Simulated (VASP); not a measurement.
# Ti (P6/mmm) in VASP: settings compared

The runs below take Ti through single point, with LDA, BLYP, PBEsol.

Everything below comes from runs of VASP 6.6.1. Logs are shortened: lines on timing, memory, paths and dates and some standing lists are left out, and cuts for length are marked.

## (1) The cell of the first run

The structure is hexagonal, space group P6/mmm (No. 191). The conventional cell has a = 4.600 Å, b = 4.600 Å, c = 2.820 Å, α = 90.00°, β = 90.00°, γ = 120.00°. Ti (site symmetry 6/mmm) has 14 Ti at 2.82 to 3.01 Å within 3.7 Å. Ti (site symmetry -6m2) has 11 Ti at 2.66 to 3.01 Å within 3.5 Å.

This isn't the form of Ti at room conditions, which is hcp.

## (2) Single point, LDA

Contents of INCAR:

```
SYSTEM = Ti
PREC     = Accurate       ! precision mode
ENCUT    = 500            ! plane-wave cutoff, eV
EDIFF    = 1E-6           ! SCF threshold, eV
ISMEAR   = -1             ! smearing method
SIGMA    = 0.15           ! smearing width, eV
LREAL    = .FALSE.        ! projectors in reciprocal space
LASPH    = .TRUE.         ! aspherical terms in the spheres
NELM     = 120            ! most SCF steps
ALGO     = Normal         ! electronic algorithm
ISIF     = 2              ! what is computed and relaxed
LWAVE    = .FALSE.        ! write WAVECAR
LCHARG   = .TRUE.         ! write CHGCAR
LELF     = .TRUE.         ! ELF
LVHAR    = .TRUE.       
ISYM     = -1           
NBANDS   = 25             ! bands
GGA_COMPAT= .FALSE.
```

Contents of KPOINTS:

```
explicit points
144
Reciprocal
  0.08333333   0.08333333   0.06250000 2
  0.08333333   0.08333333   0.18750000 2
  0.08333333   0.08333333   0.31250000 2
  0.08333333   0.08333333   0.43750000 2
  0.08333333   0.08333333   0.56250000 2
  0.08333333   0.08333333   0.68750000 2
[... 136 lines left out ...]
  0.41666667   0.91666667   0.81250000 2
  0.41666667   0.91666667   0.93750000 2
```

Contents of POSCAR:

```
Ti
1.0
    4.6000000000      0.0000000000      0.0000000000
   -2.3000000000      3.9837168574      0.0000000000
    0.0000000000      0.0000000000      2.8200000000
Ti
3
Direct
    0.0000000000      0.0000000000      0.0000000000
    0.3333330000      0.6666670000      0.5000000000
    0.6666670000      0.3333330000      0.5000000000
```

Potentials or basis: VASP PAW LDA potentials, release 64 (Ti_sv).

The run is started by

```
$ cat potpaw_LDA.64/Ti_sv/POTCAR > POTCAR
$ mpirun -np 1 vasp_std > vasp.out
```

OUTCAR:

```text
SYSTEM = Ti
   PREC = Accurate
   ENCUT = 500
   EDIFF = 1E-6
   ISMEAR = -1
   LREAL = .FALSE.
   LASPH = .TRUE.
   NELM = 120
   ISIF = 2
   ISYM = -1

 ion  position               nearest neighbor table
   1  0.000  0.000  0.000-
   2  0.333  0.667  0.500-   3 2.66   3 2.66   3 2.66
   3  0.667  0.333  0.500-   2 2.66   2 2.66   2 2.66

IMPORTANT INFORMATION: All symmetrisations will be switched off!
NOSYMM: (Re-)initialisation of all symmetry stuff for point group C_1.

----------------------------------------------------------------------------------------

                                     Primitive cell

  volume of cell :      51.6768

  direct lattice vectors                    reciprocal lattice vectors
     4.600000000  0.000000000  0.000000000     0.217391304  0.125510928  0.000000000
    -2.300000000  3.983716857  0.000000000     0.000000000  0.251021856  0.000000000
     0.000000000  0.000000000  2.820000000     0.000000000  0.000000000  0.354609929

  length of vectors
     4.600000000  4.600000000  2.820000000     0.251021856  0.251021856  0.354609929

  position of ions in fractional coordinates (direct lattice)
     0.000000000  0.000000000  0.000000000
     0.333333000  0.666667000  0.500000000
     0.666667000  0.333333000  0.500000000

  ion indices of the primitive-cell ions
   primitive index   ion index
                 1           1
                 2           2
                 3           3

----------------------------------------------------------------------------------------

 KPOINTS: explicit points

Read explicit list of k-points.

 Found    144 k-points:

 Following reciprocal coordinates:
            Coordinates               Weight
  0.083333  0.083333  0.062500      0.006944
  0.083333  0.083333  0.187500      0.006944
  0.083333  0.083333  0.312500      0.006944
  0.083333  0.083333  0.437500      0.006944
  0.083333  0.083333  0.562500      0.006944
  0.083333  0.083333  0.687500      0.006944
[... 16 lines left out ...]
  0.083333  0.416667  0.812500      0.006944
  0.083333  0.416667  0.937500      0.006944
 [... further k-points ...]
   k-points           NKPTS =    144   k-points in BZ     NKDIM =    144   number of bands    NBANDS=     25
   number of dos      NEDOS =    301   number of ions     NIONS =      3
   total plane-waves  NPLWV =  31104
   dimension x,y,z NGX =    36 NGY =   36 NGZ =   24
   dimension x,y,z NGXF=    72 NGYF=   72 NGZF=   48
   ions per type =               3
   NGX,Y,Z   is equivalent  to a cutoff of  13.01, 13.01, 14.15 a.u.
   NGXF,Y,Z  is equivalent  to a cutoff of  26.02, 26.02, 28.30 a.u.
 SYSTEM =  Ti
   PREC   = accura    normal or accurate (medium, high low for compatibility)
   ISTART =      0    job   : 0-new  1-cont  2-samecut
   ICHARG =      2    charge: 1-file 2-atom 10-const
   ISPIN  =      1    spin polarized calculation?
   LNONCOLLINEAR =      F non collinear calculations
   LSORBIT =      F    spin-orbit coupling
   LASPH  =      T    aspherical Exc in radial PAW
   ENCUT  =  500.0 eV  36.75 Ry    6.06 a.u.   8.39  8.39  5.14*2*pi/ulx,y,z
   NELM   =    120;   NELMIN=  2; NELMDL= -5     # of ELM steps
   EDIFF  = 0.1E-05   stopping-criterion for ELM
   LREAL  =      F    real-space projection
   EDIFFG = 0.1E-04   stopping-criterion for IOM
   NSW    =      0    number of steps for IOM
   IBRION =     -1    ionic relax: 0-MD 1-quasi-New 2-CG
   NFREE  =      0    steps in history (QN), initial steepest desc. (CG)
   ISIF   =      2    stress and relaxation
   ISYM   =     -1    0-nonsym 1-usesym 2-fastsym
   POTIM  = 0.5000    time-step for ionic-motion
   TEBEG  =    0.0;   TEEND  =   0.0 temperature during run
   PSTRESS=    0.0 pullay stress
   NELECT =      36.0000    total number of electrons
   NUPDOWN=      -1.0000    fix difference up-down
   EMIN   =  10.00;   EMAX   =-10.00  energy-range for DOS
   EFERMI =   0.00;   METHOD = LEGACY
   ISMEAR =    -1;   SIGMA  =   0.15  broadening in eV -4-tet -1-fermi 0-gaus
   EFERMI_NEDOS =   21; number of points for ismear=-14 and -15
   IALGO  =     38    algorithm
   IMIX   =      4    mixing-type and parameters
     AMIX     =   0.40;   BMIX     =  1.00
     AMIX_MAG =   1.60;   BMIX_MAG =  1.00
  volume/ion in A,a.u.               =      17.23       116.24
  Fermi-wavevector in a.u.,A,eV,Ry     =   1.451255  2.742475 28.655807  2.106142
  Thomas-Fermi vector in A             =   2.568774
   LORBIT       =      0    0 simple, 1 ext, 2 COOP (PROOUT), +10 PAW based schemes
   GGA     = CA    functional components
   LHFCALC =     F    Hartree Fock is set to
   AEXX    =    0.0000 exact exchange contribution
   IVDW    =     0    specifies the selected vdW correction
   LEPSILON=     F    determine dielectric tensor
   LRPA    =     F    only Hartree local field effects (RPA)
 non-spin polarized calculation
  energy-cutoff  :      500.00
  volume of cell :       51.68
 maximum number of plane-waves:      1325
 NGX is ok and might be reduce to    36
   NGX = 17   NGY = 17   NGZ = 11

 number of electron      35.9999981 magnetization

 Free energy of the ion-electron system (eV)
  ---------------------------------------------------
  ext. energy  EPLUGINS =         0.00000000
  ---------------------------------------------------
  free energy    TOTEN  =       -25.71675199 eV

  energy without entropy =      -25.43921210  energy(sigma->0) =      -25.57798204

 E-fermi :   8.0259     XC(G=0): -11.8217

 val. band max:        8.0150758811   @ k =   0.4167   0.4167   0.6875
 cond. band min:       8.0751400412   @ k =   0.0833   0.5833   0.9375
 fundamental gap:      0.0600641601
 Fermi energy:         8.0258603855

 k-point     1 :       0.0833    0.0833    0.0625
  band No.  band energies     occupation
      1     -48.0716      2.00000
      2     -47.8582      2.00000
      3     -47.7113      2.00000
      4     -24.8302      2.00000
      5     -24.8273      2.00000
      6     -24.6423      2.00000
[... 17 lines left out ...]
     24       9.6131      0.00005
     25      10.4316      0.00000
[... 621 lines left out ...]
      3     -47.7620      2.00000
      4     -24.9401      2.00000
      5     -24.7566      2.00000
      6     -24.6193      2.00000
[... 17 lines left out ...]
     24      10.1571      0.00000
     25      10.6328      0.00000

 [... further k-points ...]
[... 5 lines left out ...]
  --------------------------------------------------------------------------------------
  -------------------------------------------------------------------------------------
  Total       -2.9710900     -2.9776951     -2.5790148     -0.0057136     -0.0000027      0.0000007
  in kB      -92.1151348    -92.3199185    -79.9593051     -0.1771437     -0.0000848      0.0000212
  external PRESSURE =     -88.1314528 kB  Pullay stress =       0.0000000 kB

 VOLUME and BASIS-vectors are now :
 -----------------------------------------------------------------------------
  energy-cutoff  :      500.00
  volume of cell :       51.68
      direct lattice vectors                 reciprocal lattice vectors
     4.600000000  0.000000000  0.000000000     0.217391304  0.125510928  0.000000000
    -2.300000000  3.983716857  0.000000000     0.000000000  0.251021856  0.000000000
     0.000000000  0.000000000  2.820000000     0.000000000  0.000000000  0.354609929

 POSITION                                       TOTAL-FORCE (eV/Angst)
 -----------------------------------------------------------------------------------
      0.00000      0.00000      0.00000         0.000002      0.000001     -0.000003
     -0.00000      2.65581      1.41000         0.004848     -0.002806      0.000006
      2.30000      1.32790      1.41000        -0.004850      0.002806     -0.000003
 -----------------------------------------------------------------------------------
    total drift:                                0.000005      0.000008      0.000010

  FREE ENERGIE OF THE ION-ELECTRON SYSTEM (eV)
  ---------------------------------------------------
  free  energy   TOTEN  =       -25.7167519854 eV

  energy  without entropy=      -25.4392120983  energy(sigma->0) =      -25.57798204
```

OSZICAR:

```text
N       E                     dE             d eps       ncg     rms          rms(c)
DAV:   1     0.421947010498E+03    0.42195E+03   -0.18245E+04  7200   0.173E+03
DAV:   2     0.188242216341E+02   -0.40312E+03   -0.39648E+03  7263   0.508E+02
DAV:   3    -0.254758185993E+02   -0.44300E+02   -0.43248E+02 13391   0.144E+02
DAV:   4    -0.288179096776E+02   -0.33421E+01   -0.33208E+01  9884   0.360E+01
DAV:   5    -0.289876790102E+02   -0.16977E+00   -0.16969E+00 11332   0.683E+00    0.144E+01
DAV:   6    -0.257210055328E+02    0.32667E+01   -0.12189E+01  9084   0.319E+01    0.349E+00
DAV:   7    -0.256970294355E+02    0.23976E-01   -0.11327E+00 11171   0.653E+00    0.231E+00
DAV:   8    -0.257451238911E+02   -0.48094E-01   -0.39088E-01 10663   0.681E+00    0.167E+00
DAV:   9    -0.257287023277E+02    0.16422E-01   -0.31939E-01 10476   0.489E+00    0.845E-01
DAV:  10    -0.257161806219E+02    0.12522E-01   -0.69148E-02  9720   0.286E+00    0.105E-01
DAV:  11    -0.257166700316E+02   -0.48941E-03   -0.52565E-03 10697   0.679E-01    0.138E-01
DAV:  12    -0.257167077417E+02   -0.37710E-04   -0.37058E-04 10608   0.239E-01    0.116E-01
DAV:  13    -0.257167756193E+02   -0.67878E-04   -0.39261E-04  8486   0.184E-01    0.288E-02
DAV:  14    -0.257167542034E+02    0.21416E-04   -0.92496E-05 11007   0.628E-02    0.114E-02
DAV:  15    -0.257167516192E+02    0.25842E-05   -0.11301E-05  9509   0.342E-02    0.662E-03
DAV:  16    -0.257167519854E+02   -0.36620E-06   -0.74820E-07  4084   0.824E-03
   1 F= -.25716752E+02 E0= -.25577982E+02  d E =-.277540E+00
```

stdout:

```text
POSCAR found type information on POSCAR Ti
 POSCAR found :  1 types and       3 ions
 scaLAPACK will be used
 LDA part: xc-table for (Slater(with rela. corr.)+CA(PZ))
 , standard interpolation
 POSCAR, INCAR and KPOINTS ok, starting setup
 FFT: planning ... GRIDC
 FFT: planning ... GRID_SOFT
 FFT: planning ... GRID
 WAVECAR not read
 entering main loop
```

Run time: 84 s. Hardware: 1 thread of Intel Xeon 6975P-C (Granite Rapids), shared host; peak memory 0.25 GiB.

Results:

* Free energy: -25.7168 eV
* Pressure: -8.8 GPa
* Largest force: 0.006 eV/Å
* Band gap on the k mesh: zero (bands 18 and 19 overlap by 0.21 eV)

Forces in eV/Å, atoms in the order of the input:
```
Ti   0.000  0.000  0.000
Ti   0.005 -0.003  0.000
Ti  -0.005  0.003  0.000
```

Levels at points of the mesh, in eV from the Fermi level:
```
           k point  band 14  band 15  band 16  band 17  band 18  band 19  band 20  band 21  band 22  band 23
(0.08, 0.08, 0.06)    -1.82    -1.19    -0.97    -0.45    -0.44     0.27     0.73     1.12     1.42     1.58
```

Caveat: the cell stands under tension.

(Continued in part 2 of 2.)

The gap in the log of VASP goes by the Fermi energy; the results here count the filled bands.